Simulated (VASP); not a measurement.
A run of VASP 6.6.1:

INCAR

```
PREC = Accurate
ENCUT = 600
EDIFF = 1E-8
ISMEAR = -1
SIGMA = 0.1
LREAL = F
LASPH = T
NELM = 120
ALGO = Normal
ISIF = 2
LWAVE = F
LCHARG = F
GGA = CA
IBRION = 8
NSW = 1
GGA_COMPAT = F
```

File KPOINTS:

```
Automatic mesh
0
Gamma
  12 12 10
```

The input POSCAR:

```
TaN
1.0
    2.9380000000      0.0000000000      0.0000000000
   -1.4690000000      2.5443800000      0.0000000000
    0.0000000000      0.0000000000      2.8830000000
Ta N
1 1
Direct
    0.3333333333      0.6666666667      0.5000000000
    0.0000000000      0.0000000000      0.0000000000
```

Potentials or basis: VASP PAW LDA potentials, release 64 (Ta_pv, N).

Launch:

```sh
$ cat potpaw_LDA.64/Ta_pv/POTCAR potpaw_LDA.64/N/POTCAR > POTCAR
$ mpirun -np 1 vasp_std > vasp.out
```

Hardware: 1 thread of AMD EPYC 9R45 (Zen 5) (shared host).

Task: Estimate the wall time of this run.

Result: It took 5.4 min on 1 thread of AMD EPYC 9R45 (Zen 5), with other jobs on the host, peak memory 0.39 GiB. Counts: scf iterations 85, k points 114.
